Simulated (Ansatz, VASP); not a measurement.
AlRu in VASP and in Ansatz

```xyz
4
Lattice="-2.9764 0.0000 -2.9764 0.0000 -2.9764 -2.9764 -2.9764 -2.9764 0.0000" Properties=species:S:1:pos:R:3 pbc="T T T"
Al    0.0000    0.2000    0.0000
Al   -2.9764   -3.1764   -2.9764
Ru   -1.4882   -1.4882   -1.4882
Ru   -4.4646   -4.4646   -4.4646
```

Change from the starting cell: mode 10 (344.1 1/cm) frozen in, largest displacement -0.200 Å.

Alike in both runs: task single point; functional PBEsol; k mesh 18 × 18 × 18; occupations gaussian, width 0.15 eV; no spin polarisation.

|  | VASP | Ansatz |
| --- | --- | --- |
| version | VASP 6.6.1 | Ansatz 0.2.0 |
| potentials or method | VASP PAW PBE potentials, release 64 (Al, Ru_pv), cutoff 520 eV | scalar-relativistic, plane waves, PAW |
| valence electrons in the cell | 34 | 38 |

|  | VASP | Ansatz | Ansatz less VASP |
| --- | --- | --- | --- |
| gap on the k mesh at the Fermi level (eV) | none | none | - |
| pressure (GPa) | 4.0 | 3.9 | -0.11 |
| traceless stress, the component that is largest in VASP (GPa) | 1.05 | 1.05 | -0.005 |
| rms of the force components (eV/Å) | 1.080 | 1.075 | -0.0043 |

VASP's potentials were made for PBE, not for PBEsol. Atom by atom the forces differ by 0.004 eV/Å (rms over components). A gap of «none» marks a metal or a gap that the smearing closes. VASP's potentials hold 34 valence electrons a cell and Ansatz's 38, so a difference there can come from the potentials and not from the codes.
